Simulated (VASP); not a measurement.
The system is HfC.

```xyz
2
Lattice="3.2880 0.0000 0.0000 1.6440 2.8475 0.0000 1.6440 0.9492 2.6847" Properties=species:S:1:pos:R:3 pbc="T T T"
Hf    3.2880    1.8984    1.3423
C     0.0000    0.0000    0.0000
```

Base run:

- Program: VASP 6.6.1
- Functional: PBE
- Potentials or basis: VASP PAW PBE potentials, release 64 (Hf_pv, C)
- Cutoff: 600 eV
- k mesh: 10 × 10 × 10
- Occupations: methfessel-paxton, width 0.1 eV
- Spin: no spin polarisation

Its results: band gap on the k mesh zero (band 7 reaches 6.95 eV, above the bottom of band 8 at 5.55 eV); pressure -0.5 GPa.

Question: After a change of settings the same cell gave: band gap on the k mesh zero (band 7 reaches 6.83 eV, above the bottom of band 8 at 5.41 eV); pressure -7.1 GPa. Which change was it?
A. functional from PBE to revPBE
B. functional from PBE to PBEsol
C. functional from PBE to LDA; potentials or basis from VASP PAW PBE potentials, release 64 (Hf_pv, C) to VASP PAW LDA potentials, release 64 (Hf_pv, C)
D. functional from PBE to RPBE

Answer: B.

PBEsol binds more tightly than PBE, so the same cell stands under less pressure.

Caveats: spin-orbit coupling is left out, which moves the levels of the heavy elements; the PAW data sets were made with another functional, which shifts forces and pressure a little (some runs).
